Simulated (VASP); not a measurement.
A run of VASP 6.6.1 is set up as follows.

The input INCAR:

```
SYSTEM = B
PREC = Accurate
ENCUT = 520
EDIFF = 1E-6
ISMEAR = 0
SIGMA = 0.1
LREAL = .False.
LASPH = .True.
NELM = 80
ALGO = Normal
ISIF = 2
LWAVE = .False.
LCHARG = .False.
GGA = PE
NBANDS = 14
```

File KPOINTS:

```
regular mesh
0
Gamma
  8 8 8
  0 0 0
```

The input POSCAR:

```
B
1.0
   -1.6946780400      1.6946780400      2.7212783600
    1.6946780400     -1.6946780400      2.7212783600
    1.6946780400      1.6946780400     -2.7212783600
B
4
Direct
    0.7202863500      0.2202863500      0.9405727000
    0.2797136500      0.7797136500      0.0594273000
    0.7797136500      0.7202863500      0.5000000000
    0.2202863500      0.2797136500      0.5000000000
```

Potentials or basis: VASP PAW PBE potentials, release 64 (B).

Command:

```console
$ cat potpaw_PBE.64/B/POTCAR > POTCAR
$ mpirun -np 1 vasp_std > vasp.out
```

Predict the band gap on the k mesh.

zero (band 6 reaches 7.87 eV, above the bottom of band 7 at 5.49 eV).

Predict the largest force.

2.831 eV/Å.

Predict the pressure.

9.3 GPa.

Stress tensor (GPa, compression positive):
```
14.10  0.00  0.00
 0.00 14.10  0.00
 0.00  0.00 -0.38
```

Caveat: forces of over 1 eV/Å act on the atoms, so gaps and moduli don't describe the material at rest.
